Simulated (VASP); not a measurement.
# Fe (I4_1/amd) in VASP: single point with PBEsol

Aim: the single point of Fe with PBEsol.

Everything below comes from runs of VASP 6.6.1. Logs are shortened: lines on timing, memory, paths and dates and some standing lists are left out, and cuts for length are marked.

## Step 1: The cell of the first run

Symmetry: I4_1/amd, No. 141, tetragonal system. The conventional cell has a = 3.844 Å, b = 3.844 Å, c = 2.146 Å, α = 90.00°, β = 90.00°, γ = 90.00°. Fe (site symmetry -4m2) has 10 Fe at 2.00 to 2.51 Å within 2.6 Å.

## Step 2: Single point, PBEsol, collinear spin, ferromagnetic start

Contents of INCAR:

```
  PREC = Accurate
  ENCUT = 520
  EDIFF = 1E-6
  ISMEAR = -1
  SIGMA = 0.08
  LREAL = False
  LASPH = True
  NELM = 150
  ALGO = Normal
  ISIF = 2
  LWAVE = False
  LCHARG = False
  ISPIN = 2
  MAGMOM = 2.5 2.5
  LORBIT = 11
  LMAXMIX = 4
  GGA = PS
  NBANDS = 19
```

Contents of KPOINTS:

```
Automatic mesh
0
Gamma
  20 20 20
```

Contents of POSCAR:

```
Fe
1.0
   -1.9220577906      1.9220577906      1.0727596763
    1.9220577906     -1.9220577906      1.0727596763
    1.9220577906      1.9220577906     -1.0727596763
Fe
2
Direct
   -0.3750000000     -0.1250000000     -0.2500000000
    0.3750000000      0.1250000000      0.2500000000
```

Potentials or basis: VASP PAW PBE potentials, release 64 (Fe).

Launch:

```sh
cat potpaw_PBE.64/Fe/POTCAR > POTCAR
mpirun -np 1 vasp_std > vasp.out
```

OUTCAR:

```text
PREC = Accurate
   ENCUT = 520
   EDIFF = 1E-6
   ISMEAR = -1
   LREAL = False
   LASPH = True
   NELM = 150
   ISIF = 2
   ISPIN = 2
   LORBIT = 11
   GGA = PS

 ion  position               nearest neighbor table
   1  0.625  0.875  0.750-   2 2.00   2 2.00   2 2.00   2 2.00   2 2.51   2 2.51   2 2.51   2 2.51

   2  0.375  0.125  0.250-   1 2.00   1 2.00   1 2.00   1 2.00   1 2.51   1 2.51   1 2.51   1 2.51

  LATTYP: Found a body centered tetragonal cell.
 ALAT       =     3.8441155812
 C/A-ratio  =     0.5581308125

  Lattice vectors:

 A1 = (  -1.9220577906,   1.9220577906,   1.0727596763)
 A2 = (   1.9220577906,  -1.9220577906,   1.0727596763)
 A3 = (   1.9220577906,   1.9220577906,  -1.0727596763)

Analysis of symmetry for initial positions (statically):
=====================================================================
 Subroutine PRICEL returns:
 Original cell was already a primitive cell.

 Routine SETGRP: Setting up the symmetry group for a
 body centered tetragonal supercell.

 Subroutine GETGRP returns: Found 16 space group operations
 (whereof  4 operations were pure point group operations)
 out of a pool of 16 trial point group operations.

The static configuration has the point symmetry C_2h.
 The point group associated with its full space group is D_4h.

Analysis of symmetry for dynamics (positions and initial velocities):
=====================================================================
 Subroutine PRICEL returns:
 Original cell was already a primitive cell.

 Routine SETGRP: Setting up the symmetry group for a
 body centered tetragonal supercell.

 Subroutine GETGRP returns: Found 16 space group operations
 (whereof  4 operations were pure point group operations)
 out of a pool of 16 trial point group operations.

The dynamic configuration has the point symmetry C_2h.
 The point group associated with its full space group is D_4h.

Analysis of structural, dynamic, and magnetic symmetry:
=====================================================================
 Subroutine PRICEL returns:
 Original cell was already a primitive cell.

 Routine SETGRP: Setting up the symmetry group for a
 body centered tetragonal supercell.

 Subroutine GETGRP returns: Found 16 space group operations
 (whereof  4 operations were pure point group operations)
 out of a pool of 16 trial point group operations.

The overall configuration has the point symmetry C_2h.
 The point group associated with its full space group is D_4h.

 Subroutine INISYM returns: Found 16 space group operations
 (whereof  4 operations are pure point group operations),
 and found     1 'primitive' translations

----------------------------------------------------------------------------------------

                                     Primitive cell

  volume of cell :      15.8524

  direct lattice vectors                    reciprocal lattice vectors
    -1.922057791  1.922057791  1.072759676     0.000000000  0.260137860  0.466087616
     1.922057791 -1.922057791  1.072759676     0.260137860  0.000000000  0.466087616
     1.922057791  1.922057791 -1.072759676     0.260137860  0.260137860  0.000000000

  length of vectors
     2.922229564  2.922229564  2.922229564     0.533769025  0.533769025  0.367890489

  position of ions in fractional coordinates (direct lattice)
     0.625000000  0.875000000  0.750000000
     0.375000000  0.125000000  0.250000000

  ion indices of the primitive-cell ions
   primitive index   ion index
                 1           1
                 2           2

----------------------------------------------------------------------------------------

 KPOINTS: Automatic mesh

Automatic generation of k-mesh.
 Grid dimensions read from file:
 generate k-points for:   20   20   20

 Generating k-lattice:

  Cartesian coordinates                     Fractional coordinates (reciprocal lattice)
     0.000000000  0.013006893  0.023304381     0.050000000 -0.000000000  0.000000000
     0.013006893  0.000000000  0.023304381    -0.000000000  0.050000000  0.000000000
     0.013006893  0.013006893  0.000000000     0.000000000  0.000000000  0.050000000

  Length of vectors
     0.026688451  0.026688451  0.018394524

  Shift w.r.t. Gamma in fractional coordinates (k-lattice)
     0.000000000  0.000000000  0.000000000

 Subroutine IBZKPT returns following result:
 ===========================================

 Found    641 irreducible k-points:

 Following reciprocal coordinates:
            Coordinates               Weight
  0.000000  0.000000  0.000000      1.000000
  0.050000  0.000000 -0.000000      8.000000
  0.100000  0.000000 -0.000000      8.000000
  0.150000  0.000000 -0.000000      8.000000
  0.200000  0.000000 -0.000000      8.000000
  0.250000  0.000000 -0.000000      8.000000
[... 16 lines left out ...]
 -0.400000  0.050000  0.000000     16.000000
 -0.350000  0.050000  0.000000     16.000000
 [... further k-points ...]
   k-points           NKPTS =    641   k-points in BZ     NKDIM =    641   number of bands    NBANDS=     19
   number of dos      NEDOS =    301   number of ions     NIONS =      2
   total plane-waves  NPLWV =  13824
   dimension x,y,z NGX =    24 NGY =   24 NGZ =   24
   dimension x,y,z NGXF=    48 NGYF=   48 NGZF=   48
   ions per type =               2
   NGX,Y,Z   is equivalent  to a cutoff of  13.65, 13.65, 13.65 a.u.
   NGXF,Y,Z  is equivalent  to a cutoff of  27.31, 27.31, 27.31 a.u.
 SYSTEM =  unknown system
   PREC   = accura    normal or accurate (medium, high low for compatibility)
   ISTART =      0    job   : 0-new  1-cont  2-samecut
   ICHARG =      2    charge: 1-file 2-atom 10-const
   ISPIN  =      2    spin polarized calculation?
   LNONCOLLINEAR =      F non collinear calculations
   LSORBIT =      F    spin-orbit coupling
   LASPH  =      T    aspherical Exc in radial PAW
   ENCUT  =  520.0 eV  38.22 Ry    6.18 a.u.   5.43  5.43  5.43*2*pi/ulx,y,z
   NELM   =    150;   NELMIN=  2; NELMDL= -5     # of ELM steps
   EDIFF  = 0.1E-05   stopping-criterion for ELM
   LREAL  =      F    real-space projection
   EDIFFG = 0.1E-04   stopping-criterion for IOM
   NSW    =      0    number of steps for IOM
   IBRION =     -1    ionic relax: 0-MD 1-quasi-New 2-CG
   NFREE  =      0    steps in history (QN), initial steepest desc. (CG)
   ISIF   =      2    stress and relaxation
   ISYM   =      2    0-nonsym 1-usesym 2-fastsym
   POTIM  = 0.5000    time-step for ionic-motion
   TEBEG  =    0.0;   TEEND  =   0.0 temperature during run
   PSTRESS=    0.0 pullay stress
   NELECT =      16.0000    total number of electrons
   NUPDOWN=      -1.0000    fix difference up-down
   EMIN   =  10.00;   EMAX   =-10.00  energy-range for DOS
   EFERMI =   0.00;   METHOD = LEGACY
   ISMEAR =    -1;   SIGMA  =   0.08  broadening in eV -4-tet -1-fermi 0-gaus
   EFERMI_NEDOS =   21; number of points for ismear=-14 and -15
   IALGO  =     38    algorithm
   IMIX   =      4    mixing-type and parameters
     AMIX     =   0.40;   BMIX     =  1.00
     AMIX_MAG =   1.60;   BMIX_MAG =  1.00
  volume/ion in A,a.u.               =       7.93        53.49
  Fermi-wavevector in a.u.,A,eV,Ry     =   1.642163  3.103239 36.690843  2.696701
  Thomas-Fermi vector in A             =   2.732512
   LORBIT       =     11    0 simple, 1 ext, 2 COOP (PROOUT), +10 PAW based schemes
   GGA     = PS    functional components
   LHFCALC =     F    Hartree Fock is set to
   AEXX    =    0.0000 exact exchange contribution
   IVDW    =     0    specifies the selected vdW correction
   LEPSILON=     F    determine dielectric tensor
   LRPA    =     F    only Hartree local field effects (RPA)
 spin polarized calculation
  energy-cutoff  :      520.00
  volume of cell :       15.85
 maximum number of plane-waves:       448
 NGX is ok and might be reduce to    24
   NGX = 11   NGY = 11   NGZ = 11

 number of electron      15.9999995 magnetization       0.7001315

 Free energy of the ion-electron system (eV)
  ---------------------------------------------------
  ext. energy  EPLUGINS =         0.00000000
  ---------------------------------------------------
  free energy    TOTEN  =       -14.23097271 eV

  energy without entropy =      -14.16437804  energy(sigma->0) =      -14.19767538

 E-fermi :  10.3317     XC(G=0): -15.3901

 val. band max:       10.3313917633   @ k =  -0.1000   0.3500   0.0500
 cond. band min:      10.3317020380   @ k =  -0.2000   0.3500   0.1000
 fundamental gap:      0.0003102747
 Fermi energy:        10.3316851745

 spin component 1

 k-point     1 :       0.0000    0.0000    0.0000
  band No.  band energies     occupation
      1      -0.3035      1.00000
      2       2.2663      1.00000
      3       4.8076      1.00000
      4       5.6905      1.00000
      5       6.4380      1.00000
      6       9.7324      0.99944
[... 11 lines left out ...]
     18      42.0251      0.00000
     19      42.0251      0.00000

 k-point     2 :       0.0500    0.0000   -0.0000
  band No.  band energies     occupation
      1      -0.1759      1.00000
      2       2.3350      1.00000
      3       4.8195      1.00000
      4       5.8116      1.00000
      5       6.4954      1.00000
      6       9.2643      1.00000
[... 11 lines left out ...]
     18      40.5783      0.00000
     19      40.8255      0.00000

 k-point     3 :       0.1000    0.0000   -0.0000
  band No.  band energies     occupation
      1       0.1981      1.00000
      2       2.5350      1.00000
      3       4.8739      1.00000
      4       6.1207      1.00000
      5       6.6481      1.00000
      6       8.6121      1.00000
[... 434 lines left out ...]
      1       3.5648      1.00000
      2       3.7153      1.00000
      3       5.0900      1.00000
      4       6.2991      1.00000
      5       7.1600      1.00000
      6       8.0075      1.00000
[... 11 lines left out ...]
     18      34.8522      0.00000
     19      37.2192      0.00000

 k-point    24 :      -0.3500    0.0500    0.0000
  band No.  band energies     occupation
      1       3.2554      1.00000
      2       3.7903      1.00000
      3       5.0187      1.00000
      4       6.3374      1.00000
      5       6.9073      1.00000
      6       7.6875      1.00000
[... 11 lines left out ...]
     18      33.3843      0.00000
     19      37.2450      0.00000

 [... further k-points ...]

 spin component 2

 k-point     1 :       0.0000    0.0000    0.0000
  band No.  band energies     occupation
      1      -0.2226      1.00000
      2       2.5188      1.00000
      3       5.0147      1.00000
      4       5.9149      1.00000
      5       6.6809      1.00000
      6      10.1695      0.88367
[... 11 lines left out ...]
     18      42.1390      0.00000
     19      42.1390      0.00000

 k-point     2 :       0.0500    0.0000   -0.0000
  band No.  band energies     occupation
      1      -0.0948      1.00000
      2       2.5882      1.00000
      3       5.0272      1.00000
      4       6.0366      1.00000
      5       6.7392      1.00000
      6       9.6832      0.99970
[... 11 lines left out ...]
     18      40.7113      0.00000
     19      40.9588      0.00000

 k-point     3 :       0.1000    0.0000   -0.0000
  band No.  band energies     occupation
      1       0.2798      1.00000
      2       2.7906      1.00000
      3       5.0832      1.00000
      4       6.3499      1.00000
      5       6.8952      1.00000
      6       9.0098      1.00000
[... 434 lines left out ...]
      1       3.7603      1.00000
      2       3.9879      1.00000
      3       5.3271      1.00000
      4       6.5520      1.00000
      5       7.5091      1.00000
      6       8.2567      1.00000
[... 11 lines left out ...]
     18      34.9794      0.00000
     19      37.3623      0.00000

 k-point    24 :      -0.3500    0.0500    0.0000
  band No.  band energies     occupation
      1       3.3956      1.00000
      2       4.0607      1.00000
      3       5.2676      1.00000
      4       6.5872      1.00000
      5       7.2400      1.00000
      6       7.9786      1.00000
[... 11 lines left out ...]
     18      33.5246      0.00000
     19      37.3918      0.00000

 [... further k-points ...]

------------------------ aborting loop because EDIFF is reached ----------------------------------------

  FORCE on cell =-STRESS in cart. coord.  units (eV):
  Direction    XX          YY          ZZ          XY          YZ          ZX
  --------------------------------------------------------------------------------------
  -------------------------------------------------------------------------------------
  Total       15.4459970     15.4459970     15.8628472      0.0000000     -0.0000000     -0.0000000
  in kB     1561.1017623   1561.1017623   1603.2321281      0.0000000     -0.0000000     -0.0000000
  external PRESSURE =    1575.1452176 kB  Pullay stress =       0.0000000 kB

 VOLUME and BASIS-vectors are now :
 -----------------------------------------------------------------------------
  energy-cutoff  :      520.00
  volume of cell :       15.85
      direct lattice vectors                 reciprocal lattice vectors
    -1.922057791  1.922057791  1.072759676     0.000000000  0.260137860  0.466087616
     1.922057791 -1.922057791  1.072759676     0.260137860  0.000000000  0.466087616
     1.922057791  1.922057791 -1.072759676     0.260137860  0.260137860  0.000000000

 POSITION                                       TOTAL-FORCE (eV/Angst)
 -----------------------------------------------------------------------------------
      1.92206      0.96103      0.80457        -0.000000     -0.000000     -0.000000
      0.00000      0.96103      0.26819         0.000000      0.000000      0.000000
 -----------------------------------------------------------------------------------
    total drift:                               -0.000000      0.000000      0.000000

  FREE ENERGIE OF THE ION-ELECTRON SYSTEM (eV)
  ---------------------------------------------------
  free  energy   TOTEN  =       -14.2309727097 eV

  energy  without entropy=      -14.1643780406  energy(sigma->0) =      -14.19767538

 total charge

# of ion       s       p       d       tot
------------------------------------------
    1        0.704   0.878   6.895   8.476
    2        0.704   0.878   6.895   8.476
--------------------------------------------------
tot          1.407   1.756  13.789  16.953

 magnetization (x)

# of ion       s       p       d       tot
------------------------------------------
    1        0.003   0.001   0.339   0.344
    2        0.003   0.001   0.339   0.344
--------------------------------------------------
tot          0.006   0.003   0.679   0.687
```

It took 15 min on 1 thread of Oxide Virtual Turin-like, shared host; peak memory 0.34 GiB.

Results:

* Free energy: -14.2310 eV
* Pressure: 157.5 GPa
* Net moment: 0.70 μB per cell
* Site moments: Fe +0.34 μB

Caveat: the cell stands under pressure; the PAW data sets were made with another functional, which shifts forces and pressure a little.
